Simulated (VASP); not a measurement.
Wanted: the native input for a VASP 6.6.1 run.

- Task: single point
- Functional: PBE
- Potentials or basis: VASP PAW PBE potentials, release 64 (Pt, S)
- Cutoff: 520 eV
- k mesh: 9 × 9 × 4
- Occupations: gaussian, width 0.05 eV
- Spin: no spin polarisation
- Dipole correction: no
- Further INCAR settings: ALGO = Normal; EDIFF = 1e-06; NBANDS = 18

The structure of PtS2 lies in POSCAR:

```
PtS2
1.0
    3.7018000000      0.0000000000      0.0000000000
   -1.8509000000      3.2058528397      0.0000000000
    0.0000000000      0.0000000000      6.6591000000
Pt S
1 2
Direct
    0.0000000000      0.0000000000      0.0000000000
    0.3333333333      0.6666666667      0.1741842110
    0.6666666667      0.3333333333      0.8258157890
```

The input as run:

INCAR

```
SYSTEM = PtS2
PREC     = Accurate       ! precision mode
ENCUT    = 520            ! plane-wave cutoff, eV
EDIFF    = 1E-6           ! SCF threshold, eV
ISMEAR   = 0              ! smearing method
SIGMA    = 0.05           ! smearing width, eV
LREAL    = .FALSE.        ! projectors in reciprocal space
LASPH    = .TRUE.         ! aspherical terms in the spheres
NELM     = 80             ! most SCF steps
ALGO     = Normal         ! electronic algorithm
ISIF     = 2              ! what is computed and relaxed
LWAVE    = .FALSE.        ! write WAVECAR
LCHARG   = .FALSE.        ! write CHGCAR
GGA      = PE             ! functional
NBANDS   = 18             ! bands
```

KPOINTS

```
regular mesh
0
G
  9 9 4
  0 0 0
```

Potentials or basis: VASP PAW PBE potentials, release 64 (Pt, S).

Command:

```console
$ cat potpaw_PBE.64/Pt/POTCAR potpaw_PBE.64/S/POTCAR > POTCAR
$ mpirun -np 1 vasp_std > vasp.out
```

Results of the run:

- Pressure: -3.8 GPa
- Largest force: 0.031 eV/Å
- Band gap on the k mesh: 1.39 eV (least direct gap 1.43 eV)

Caveat: the cell stands under tension; spin-orbit coupling is left out, which moves the levels of the heavy elements; an odd mesh through Γ misses points on the zone boundary, where band edges can lie; this functional lacks dispersion, which binds the layers, so the pressure and a relaxed spacing across them are unreliable.

Wall time 54 s on 1 thread of Intel Xeon 8259CL, on a shared host, peak memory 0.22 GiB.
